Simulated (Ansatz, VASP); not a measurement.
**Two plane-wave programs on SiC**

```
Si C
1.0
     0.00000    2.17400    2.17400
     2.17400    0.00000    2.17400
     2.17400    2.17400    0.00000
Si C
1 1
Direct
  0.99489 0.99489 0.99489
  0.76195 0.76195 0.76195
```

Change from the starting cell: mode 4 (793.9 1/cm) frozen in, largest displacement +0.090 Å.

Alike in both runs: task single point; functional PBE; k mesh 12 × 12 × 12; occupations gaussian, width 0.05 eV; no spin polarisation.

|  | VASP | Ansatz |
| --- | --- | --- |
| version | VASP 6.6.1 | Ansatz 0.2.0 |
| potentials or method | VASP PAW PBE potentials, release 64 (Si, C), cutoff 520 eV | scalar-relativistic, plane waves, PAW |
| valence electrons in the cell | 8 | 8 |

```csv
,VASP,Ansatz,Ansatz less VASP
gap on the k mesh at the Fermi level (eV),0.98,0.98,+0.003
least direct gap on the mesh (eV),4.33,4.34,+0.003
pressure (GPa),7.2,7.3,+0.07
"traceless stress, the component that is largest in VASP (GPa)",7.03,7.04,+0.008
rms of the force components (eV/Å),1.875,1.876,+0.0011
```

Atom by atom the forces differ by 0.001 eV/Å (rms over components).
